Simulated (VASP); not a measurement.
W4S7 (a cell with a defect), 11 atoms in the cell. The cell holds a defect, 11 atoms: a = 6.314 Å, b = 6.314 Å, c = 7.055 Å, α = 63.41°, β = 63.41°, γ = 60.00°.  This cell differs from its parent crystal: atoms taken out, atom 5 moved 1.000 of the way to it and -0.350 Å across, host rigid.

```yaml
Program: VASP 6.6.1
Task: single point
Functional: PBE
Dispersion: D3(BJ)
Potentials_or_basis: VASP PAW PBE potentials, release 64 (W_sv, S)
Cutoff: 520 eV
k_mesh: 6 × 6 × 6
Occupations: gaussian, width 0.05 eV
Spin: no spin polarisation
Dipole_correction: no
Charge: 2
Further_INCAR_settings: ALGO = Fast; EDIFF = 1e-06; NBANDS = 60; NELECT = 96.0
```

Potentials or basis: VASP PAW PBE potentials, release 64 (W_sv, S).

Run with:

```console
$ cat potpaw_PBE.64/W_sv/POTCAR potpaw_PBE.64/S/POTCAR > POTCAR
$ mpirun -np 1 vasp_std > vasp.out
```

Hardware: 1 thread of Oxide Virtual Turin-like Processor (shared host).

Q: Estimate the wall time of this run.

A: Wall time 48 min on 1 thread of Oxide Virtual Turin-like Processor (shared host), peak memory 1 GiB. Counts: scf iterations 18, k points 112.
